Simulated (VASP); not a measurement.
# TiSi16 (a cell with a defect) in VASP: further runs

TiSi16 (a cell with a defect) is run at these levels: PBE; tasks: single point.

Everything below comes from runs of VASP 6.6.1. Logs are shortened: lines on timing, memory, paths and dates and some standing lists are left out, and cuts for length are marked.

## Step 1: The cell of the first run

The cell holds a defect, 17 atoms: a = 7.679 Å, b = 7.679 Å, c = 7.679 Å, α = 60.00°, β = 60.00°, γ = 60.00°.

## Step 2: Single point, PBE

The input, INCAR:

```
PREC = Accurate ; ENCUT = 520
EDIFF = 1E-6 ; ISMEAR = -1
SIGMA = 0.05 ; LREAL = Auto
LASPH = T ; NELM = 100
ALGO = Normal ; ISIF = 2
LWAVE = F ; LCHARG = T
GGA = PE ; LELF = T
LVHAR = T ; NBANDS = 52
```

The input, KPOINTS:

```
Automatic mesh
0
Gamma
  2 2 2
```

The input, POSCAR:

```
TiSi16
1.0
    0.0000000000      5.4300000000      5.4300000000
    5.4300000000      0.0000000000      5.4300000000
    5.4300000000      5.4300000000      0.0000000000
Si Ti
16 1
Direct
   -0.0314456722     -0.0000460405     -0.0312430939
    0.1218784530      0.1064456722      0.0920626151
    0.0470902394     -0.0032044199      0.4891160221
    0.1527440147      0.1210497238      0.6285082873
   -0.0156077348      0.4654972376      0.0129005525
    0.0998250460      0.6142081031      0.1231399632
    0.0540055249      0.4890515654      0.4869337017
    0.1164180479      0.6319244936      0.6588858195
    0.4838213628     -0.0184254144     -0.0050736648
    0.5851473297      0.1510036832      0.1021086556
    0.5103499079      0.0454880295      0.4621546961
    0.6653222836      0.1286003683      0.6472007366
    0.4679373849      0.5372744015     -0.0122467772
    0.6025690608      0.5982412523      0.1612615101
    0.4845488029      0.4886187845      0.5620810313
    0.6606261510      0.6267955801      0.6278637201
    0.8737661142      0.8832320442      0.3735082873
```

Potentials or basis: VASP PAW PBE potentials, release 64 (Si, Ti_sv).

The run is started by

```
$ cat potpaw_PBE.64/Si/POTCAR potpaw_PBE.64/Ti_sv/POTCAR > POTCAR
$ mpirun -np 1 vasp_std > vasp.out
```

OUTCAR:

```text
PREC = Accurate
   ENCUT = 520
   EDIFF = 1E-6
   ISMEAR = -1
   LREAL = Auto
   LASPH = T
   NELM = 100
   ISIF = 2
   GGA = PE

 ion  position               nearest neighbor table
   1  0.969  1.000  0.969-   4 2.21   2 2.41  10 2.41   6 2.43  17 2.57
   2  0.122  0.106  0.092-   5 2.27   9 2.28   1 2.41   3 2.55  17 2.59
   3  0.047  0.997  0.489-   4 2.32   8 2.32  12 2.41  17 2.54   2 2.55
   4  0.153  0.121  0.629-   1 2.21  11 2.27   7 2.31   3 2.32
   5  0.984  0.465  0.013-   8 2.26   2 2.27   6 2.35  14 2.40
   6  0.100  0.614  0.123-  13 2.33   7 2.35   5 2.35   1 2.43  17 2.83
   7  0.054  0.489  0.487-   4 2.31   6 2.35   8 2.41  16 2.47  17 2.49
   8  0.116  0.632  0.659-   5 2.26  15 2.32   3 2.32   7 2.41  17 2.87
   9  0.484  0.982  0.995-   2 2.28  12 2.28  10 2.39  14 2.42
  10  0.585  0.151  0.102-  11 2.30   9 2.39   1 2.41  13 2.43
  11  0.510  0.045  0.462-   4 2.27  10 2.30  17 2.30  16 2.64  12 2.68
  12  0.665  0.129  0.647-   9 2.28  15 2.29   3 2.41  11 2.68  17 2.85
  13  0.468  0.537  0.988-  16 2.31   6 2.33  14 2.36  10 2.43
  14  0.603  0.598  0.161-  13 2.36   5 2.40   9 2.42  15 2.53
  15  0.485  0.489  0.562-  12 2.29   8 2.32  16 2.42  14 2.53
  16  0.661  0.627  0.628-  13 2.31  15 2.42   7 2.47  17 2.56  11 2.64
  17  0.874  0.883  0.374-  11 2.30   7 2.49   3 2.54  16 2.56   1 2.57   2 2.59   6 2.83  12 2.85
                             8 2.87

  LATTYP: Found a face centered cubic cell.
 ALAT       =    10.8600000000

  Lattice vectors:

 A1 = (   0.0000000000,   5.4300000000,   5.4300000000)
 A2 = (   5.4300000000,   0.0000000000,   5.4300000000)
 A3 = (   5.4300000000,   5.4300000000,   0.0000000000)

Analysis of symmetry for initial positions (statically):
=====================================================================
 Subroutine PRICEL returns:
 Original cell was already a primitive cell.

 Routine SETGRP: Setting up the symmetry group for a
 face centered cubic supercell.

 Subroutine GETGRP returns: Found  1 space group operations
 (whereof  1 operations were pure point group operations)
 out of a pool of 48 trial point group operations.

The static configuration has the point symmetry C_1 .

Analysis of symmetry for dynamics (positions and initial velocities):
=====================================================================
 Subroutine PRICEL returns:
 Original cell was already a primitive cell.

 Routine SETGRP: Setting up the symmetry group for a
 face centered cubic supercell.

 Subroutine GETGRP returns: Found  1 space group operations
 (whereof  1 operations were pure point group operations)
 out of a pool of 48 trial point group operations.

The dynamic configuration has the point symmetry C_1 .

 Subroutine INISYM returns: Found  1 space group operations
 (whereof  1 operations are pure point group operations),
 and found     1 'primitive' translations

----------------------------------------------------------------------------------------

                                     Primitive cell

  volume of cell :     320.2060

  direct lattice vectors                    reciprocal lattice vectors
     0.000000000  5.430000000  5.430000000    -0.092081031  0.092081031  0.092081031
     5.430000000  0.000000000  5.430000000     0.092081031 -0.092081031  0.092081031
     5.430000000  5.430000000  0.000000000     0.092081031  0.092081031 -0.092081031

  length of vectors
     7.679179644  7.679179644  7.679179644     0.159489025  0.159489025  0.159489025

  position of ions in fractional coordinates (direct lattice)
     0.968554328  0.999953959  0.968756906
     0.121878453  0.106445672  0.092062615
     0.047090239  0.996795580  0.489116022
     0.152744015  0.121049724  0.628508287
     0.984392265  0.465497238  0.012900552
     0.099825046  0.614208103  0.123139963
[... 9 lines left out ...]
     0.660626151  0.626795580  0.627863720
     0.873766114  0.883232044  0.373508287

  ion indices of the primitive-cell ions
   primitive index   ion index
                 1           1
                 2           2
[... 48 lines left out ...]
  Thomas-Fermi vector in A             =   2.146786
   LORBIT       =      0    0 simple, 1 ext, 2 COOP (PROOUT), +10 PAW based schemes
   GGA     = PE    functional components
   LHFCALC =     F    Hartree Fock is set to
   AEXX    =    0.0000 exact exchange contribution
   IVDW    =     0    specifies the selected vdW correction
   LEPSILON=     F    determine dielectric tensor
   LRPA    =     F    only Hartree local field effects (RPA)
 non-spin polarized calculation
  energy-cutoff  :      520.00
  volume of cell :      320.21
 maximum number of plane-waves:      8646
 NGX is ok and might be reduce to    60
   NGX = 29   NGY = 29   NGZ = 29

 number of electron      75.9999999 magnetization

 Free energy of the ion-electron system (eV)
  ---------------------------------------------------
  ext. energy  EPLUGINS =         0.00000000
  ---------------------------------------------------
  free energy    TOTEN  =       -90.72526770 eV

  energy without entropy =      -90.67489872  energy(sigma->0) =      -90.70008321

 E-fermi :   6.8950     XC(G=0):  -9.7892

 val. band max:        6.7899063405   @ k =   0.0000   0.0000   0.5000
 cond. band min:       6.8991280992   @ k =   0.0000   0.0000   0.0000
 fundamental gap:      0.1092217588
 Fermi energy:         6.8950483429

 k-point     1 :       0.0000    0.0000    0.0000
  band No.  band energies     occupation
      1     -49.8804      2.00000
      2     -26.2793      2.00000
      3     -26.2426      2.00000
      4     -26.1982      2.00000
      5      -5.7167      2.00000
      6      -3.4448      2.00000
[... 42 lines left out ...]
     49       8.3081      0.00000
     50       8.7303      0.00000

 k-point     2 :       0.5000    0.0000    0.0000
  band No.  band energies     occupation
      1     -49.8804      2.00000
      2     -26.2793      2.00000
      3     -26.2426      2.00000
      4     -26.1982      2.00000
      5      -5.1350      2.00000
      6      -4.6081      2.00000
[... 310 lines left out ...]
 k-point     8 :       0.5000    0.0000    0.5000
  band No.  band energies     occupation
      1     -49.8804      2.00000
      2     -26.2793      2.00000
      3     -26.2426      2.00000
      4     -26.1982      2.00000
      5      -4.7710      2.00000
      6      -4.5610      2.00000
[... 42 lines left out ...]
     49       9.7675      0.00000
     50      10.2392      0.00000
 [bands above 50 left out]

------------------------ aborting loop because EDIFF is reached ----------------------------------------

  FORCE on cell =-STRESS in cart. coord.  units (eV):
  Direction    XX          YY          ZZ          XY          YZ          ZX
  --------------------------------------------------------------------------------------
  -------------------------------------------------------------------------------------
  Total        6.8061881      3.3174323      9.8315327     -1.2750909     -1.5145189     -4.0366160
  in kB       34.0553260     16.5990473     49.1928888     -6.3800228     -7.5780207    -20.1975426
  external PRESSURE =      33.2824207 kB  Pullay stress =       0.0000000 kB

 VOLUME and BASIS-vectors are now :
 -----------------------------------------------------------------------------
  energy-cutoff  :      520.00
  volume of cell :      320.21
      direct lattice vectors                 reciprocal lattice vectors
     0.000000000  5.430000000  5.430000000    -0.092081031  0.092081031  0.092081031
     5.430000000  0.000000000  5.430000000     0.092081031 -0.092081031  0.092081031
     5.430000000  5.430000000  0.000000000     0.092081031  0.092081031 -0.092081031

 POSITION                                       TOTAL-FORCE (eV/Angst)
 -----------------------------------------------------------------------------------
     10.69010     10.51960     10.68900         0.724461      0.438213     -1.150643
      1.07790      1.16170      1.23980         0.223941      0.437402     -0.267028
      8.06850      2.91160      5.66830         0.168601     -0.812681     -0.092019
      4.07010      4.24220      1.48670        -0.402845     -0.624541      0.617345
      2.59770      5.41530      7.87290         1.327330     -0.451313     -0.301088
      4.00380      1.21070      3.87720        -0.023918     -0.142980      0.430036
[... 9 lines left out ...]
      6.81280      6.99650      6.99070         0.050274     -0.801893     -0.318420
      6.82410      6.77270      9.54050        -0.887241      0.706795      0.758286
 -----------------------------------------------------------------------------------
    total drift:                               -0.000288     -0.002697      0.000620

  FREE ENERGIE OF THE ION-ELECTRON SYSTEM (eV)
  ---------------------------------------------------
  free  energy   TOTEN  =       -90.7252677047 eV

  energy  without entropy=      -90.6748987234  energy(sigma->0) =      -90.70008321
```

Wall time 5.3 min (1 thread of AMD EPYC 7R43 (Zen 3), shared host); peak memory 0.46 GiB.

Results:

- Free energy: -90.7253 eV
- Pressure: 3.3 GPa
- Largest force: 2.015 eV/Å
- Band gap on the k mesh: zero (bands 38 and 39 overlap by 0.42 eV)

Forces on the atoms (eV/Å):
```
Si   0.724  0.438 -1.151
Si   0.224  0.437 -0.267
Si   0.169 -0.813 -0.092
Si  -0.403 -0.625  0.617
Si   1.327 -0.451 -0.301
Si  -0.024 -0.143  0.430
Si   0.340 -0.023 -0.533
Si  -0.559 -0.389  0.132
Si  -0.202  1.372  0.002
Si  -0.207 -0.262  0.487
Si   1.050  0.628 -0.743
Si  -1.100 -0.523 -0.474
Si  -0.333  0.988 -0.324
Si   0.627  0.145  0.058
Si  -0.797 -0.687  1.718
Si   0.050 -0.802 -0.318
Ti  -0.887  0.707  0.758
```

Levels at points of the mesh, in eV from the Fermi level:
| k point | band 36 | band 37 | band 38 | band 39 | band 40 | band 41 |
| --- | --- | --- | --- | --- | --- | --- |
| (0.00, 0.00, 0.00) | -0.82 | -0.64 | -0.61 | -0.32 | 0.00 | 0.15 |
| (0.50, 0.00, 0.00) | -0.98 | -0.57 | -0.31 | 0.10 | 0.45 | 0.61 |
| (0.00, 0.50, 0.00) | -1.10 | -0.63 | -0.17 | 0.17 | 0.36 | 0.47 |
| (0.00, 0.00, 0.50) | -1.14 | -0.11 | 0.10 | 0.22 | 0.38 | 0.44 |
| (0.50, 0.50, 0.50) | -1.13 | -0.37 | -0.15 | 0.07 | 0.39 | 0.58 |
| (0.50, 0.50, 0.00) | -1.46 | -0.73 | -0.15 | 0.64 | 0.69 | 0.97 |
| (0.00, 0.50, 0.50) | -1.51 | -0.39 | 0.05 | 0.56 | 0.75 | 0.91 |
| (0.50, 0.00, 0.50) | -1.44 | -0.49 | -0.15 | 0.40 | 0.65 | 0.95 |

Caveat: the k points lie up to 0.50 Å⁻¹ apart.

## Step 3: Single point, PBE

The input, INCAR:

```
ALGO     = Normal         # electronic algorithm
EDIFF    = 1E-6           # SCF threshold, eV
ENCUT    = 520            # plane-wave cutoff, eV
GGA      = PE             # functional
ISIF     = 2              # what is computed and relaxed
ISMEAR   = -1             # smearing method
LASPH    = T              # aspherical terms in the spheres
LCHARG   = F              # write CHGCAR
LREAL    = Auto         
LWAVE    = F              # write WAVECAR
NBANDS   = 52             # bands
NELM     = 80             # most SCF steps
PREC     = Accurate       # precision mode
SIGMA    = 0.05           # smearing width, eV
```

The input, KPOINTS:

```
k-points
0
Gamma
  2 2 2
```

The input, POSCAR:

```
TiSi16
1.0
    0.0000000000      5.4300000000      5.4300000000
    5.4300000000      0.0000000000      5.4300000000
    5.4300000000      5.4300000000      0.0000000000
Si Ti
16 1
Direct
    0.0602486188     -0.0183149171     -0.0180570902
    0.1345948435      0.1516850829      0.0918692449
    0.0102578269      0.0043646409      0.4808655617
    0.1014364641      0.1267219153      0.6189686924
    0.0068692449      0.5335359116     -0.0338858195
    0.1246961326      0.6013996317      0.1453959484
   -0.0319705341      0.4906261510      0.5315653775
    0.1295211786      0.6345672192      0.5978821363
    0.5106537753      0.0144843462      0.0044659300
    0.6347421731      0.1006906077      0.1538029466
    0.4607642726     -0.0183333333      0.5723112339
    0.6370994475      0.1222191529      0.6221823204
    0.4998710866      0.4577348066      0.0296316759
    0.6435727440      0.6396316759      0.0997053407
    0.5035911602      0.5195027624      0.4628360958
    0.5904235727      0.6144751381      0.6511049724
    0.8672375691      0.8876243094      0.3705893186
```

Potentials or basis: VASP PAW PBE potentials, release 64 (Si, Ti_sv).

The run is started by

```
$ cat potpaw_PBE.64/Si/POTCAR potpaw_PBE.64/Ti_sv/POTCAR > POTCAR
$ mpirun -np 1 vasp_std > vasp.out
```

Run time: 5 min. Hardware: 1 thread of AMD EPYC 7R43 (Zen 3), shared host; peak memory 0.46 GiB.

It converged, with:

| Property | Result |
| --- | --- |
| Free energy | -91.0873 eV |
| Pressure | 4.1 GPa |
| Largest force | 2.115 eV/Å |
| Band gap on the k mesh | zero (bands 38 and 39 overlap by 0.33 eV) |

Forces in eV/Å, atoms in the order of the input:
```
Si  -0.697 -0.805 -0.678
Si   0.618  0.353  0.476
Si   0.235 -0.049  0.965
Si   0.775  0.727  0.370
Si  -0.299  0.765 -0.443
Si   0.133 -0.139  0.383
Si  -0.456 -0.183  0.204
Si  -0.372  0.801 -0.034
Si  -0.957 -0.656 -0.553
Si  -0.146  0.731 -0.077
Si  -0.330 -0.111  0.445
Si   1.543 -0.837  0.140
Si   1.181 -0.433  1.700
Si  -0.266 -1.170 -0.806
Si  -0.033  1.277 -0.887
Si  -0.098 -0.034 -0.138
Ti  -0.831 -0.236 -1.066
```

Stress tensor (GPa, compression positive):
```
4.03 0.33 1.86
0.33 5.97 1.41
1.86 1.41 2.18
```

Levels at points of the mesh, in eV from the Fermi level:
```csv
k point,band 36,band 37,band 38,band 39,band 40,band 41
"(0.00, 0.00, 0.00)",-0.73,-0.62,-0.51,-0.34,0.09,0.19
"(0.50, 0.00, 0.00)",-1.12,-0.08,-0.01,0.14,0.40,0.45
"(0.00, 0.50, 0.00)",-1.14,-0.52,-0.17,0.24,0.45,0.64
"(0.00, 0.00, 0.50)",-1.17,-0.13,-0.06,0.01,0.36,0.58
"(0.50, 0.50, 0.50)",-1.08,-0.38,-0.34,0.30,0.34,0.68
"(0.50, 0.50, 0.00)",-1.66,-0.48,-0.09,0.56,0.67,1.12
"(0.00, 0.50, 0.50)",-1.55,-0.37,-0.02,0.57,0.79,1.07
"(0.50, 0.00, 0.50)",-1.69,-0.66,-0.08,0.55,0.92,1.01
```

Caveat: the k points lie up to 0.50 Å⁻¹ apart.

## Step 4: Single point, PBE

The input, INCAR:

```
PREC = Accurate ; ENCUT = 520
EDIFF = 1E-6 ; ISMEAR = -1
SIGMA = 0.05 ; LREAL = Auto
LASPH = True ; NELM = 60
ALGO = Normal ; ISIF = 2
LWAVE = False ; LCHARG = False
GGA = PE ; NBANDS = 52
```

The input, KPOINTS:

```
Automatic mesh
0
Gamma
  2 2 2
```

The input, POSCAR:

```
TiSi16
1.0
    0.0000000000      5.4300000000      5.4300000000
    5.4300000000      0.0000000000      5.4300000000
    5.4300000000      5.4300000000      0.0000000000
Si Ti
16 1
Direct
   -0.0071178637      0.0016666667      0.0211694291
    0.1276979742      0.1334069982      0.1720626151
   -0.0255432781      0.0065009208      0.5352117864
    0.1171086556      0.1005524862      0.6555064457
    0.0215653775      0.4986924494     -0.0068692449
    0.1504696133      0.6205064457      0.1244106814
   -0.0075046041      0.4590699816      0.4950000000
    0.1219981584      0.6285174954      0.6091252302
    0.5096316759      0.0030202578     -0.0069060773
    0.6368600368      0.1244106814      0.1261418048
    0.4686464088      0.0108931860      0.4706353591
    0.5767127072      0.1503775322      0.6145764273
    0.5373941068      0.5095303867     -0.0121270718
    0.6495395948      0.6362615101      0.0967403315
    0.4913812155      0.5047697974      0.4753591160
    0.6159392265      0.6347237569      0.6071546961
    0.8857550645      0.8595303867      0.3902117864
```

The run is started by

```
$ cat potpaw_PBE.64/Si/POTCAR potpaw_PBE.64/Ti_sv/POTCAR > POTCAR
$ mpirun -np 1 vasp_std > vasp.out
```

Run time: 5.2 min. Hardware: 1 thread of AMD EPYC 7R43 (Zen 3), shared host; peak memory 0.45 GiB.

Results (log left out):

- Free energy: -90.8007 eV
- Pressure: 4.3 GPa
- Largest force: 2.714 eV/Å
- Band gap on the k mesh: zero (bands 38 and 39 overlap by 0.35 eV)

Forces on the atoms (eV/Å):
```
Si  -1.013  0.685  1.912
Si  -1.271 -0.326  0.227
Si   0.392 -0.419 -0.497
Si   0.658  0.304 -0.229
Si   0.122 -0.223  0.408
Si  -0.677  0.205 -0.110
Si   0.613 -0.141  0.833
Si  -0.161  0.883 -0.828
Si   0.660 -0.703  0.044
Si  -0.115 -2.261  0.489
Si   0.614  1.628 -0.145
Si  -0.820  1.430 -0.610
Si  -1.229 -1.661 -1.759
Si   1.115  1.372  0.556
Si   0.643 -0.280  1.445
Si  -0.270  0.437 -0.916
Ti   0.740 -0.932 -0.819
```

Stress tensor (GPa, compression positive):
```
 4.20 -0.44 -0.37
-0.44  4.39 -1.22
-0.37 -1.22  4.28
```

Levels at points of the mesh, in eV from the Fermi level:
| k point | band 36 | band 37 | band 38 | band 39 | band 40 | band 41 |
| --- | --- | --- | --- | --- | --- | --- |
| (0.00, 0.00, 0.00) | -0.71 | -0.52 | -0.39 | -0.23 | -0.05 | 0.04 |
| (0.50, 0.00, 0.00) | -1.08 | -0.17 | -0.08 | 0.28 | 0.35 | 0.69 |
| (0.00, 0.50, 0.00) | -1.02 | -0.11 | 0.11 | 0.14 | 0.34 | 0.60 |
| (0.00, 0.00, 0.50) | -1.08 | -0.40 | -0.20 | 0.04 | 0.46 | 0.71 |
| (0.50, 0.50, 0.50) | -1.04 | -0.17 | -0.11 | 0.18 | 0.25 | 0.39 |
| (0.50, 0.50, 0.00) | -1.60 | -0.56 | -0.06 | 0.66 | 0.80 | 1.15 |
| (0.00, 0.50, 0.50) | -1.66 | -0.49 | 0.07 | 0.62 | 0.69 | 1.13 |
| (0.50, 0.00, 0.50) | -1.55 | -0.58 | -0.20 | 0.42 | 0.94 | 1.05 |

Caveat: the k points lie up to 0.50 Å⁻¹ apart.

## Step 5: Overview

```csv
cell,gap on the mesh (eV),pressure (GPa),largest force (eV/Å)
"as given, atomic positions A",none,3.3,2.01
"as given, atomic positions B",none,4.1,2.11
"as given, atomic positions C",none,4.3,2.71
```

Alike in all rows: task single point; level PBE; potentials or basis VASP PAW PBE potentials, release 64 (Si, Ti_sv); no spin polarisation; k mesh 2 × 2 × 2; cutoff (eV) 520; smearing fermi-dirac 0.05 eV.

Caveats: all runs use coarse meshes.

Total energies depend on the potentials used, so only differences within one code and one set of settings carry meaning.
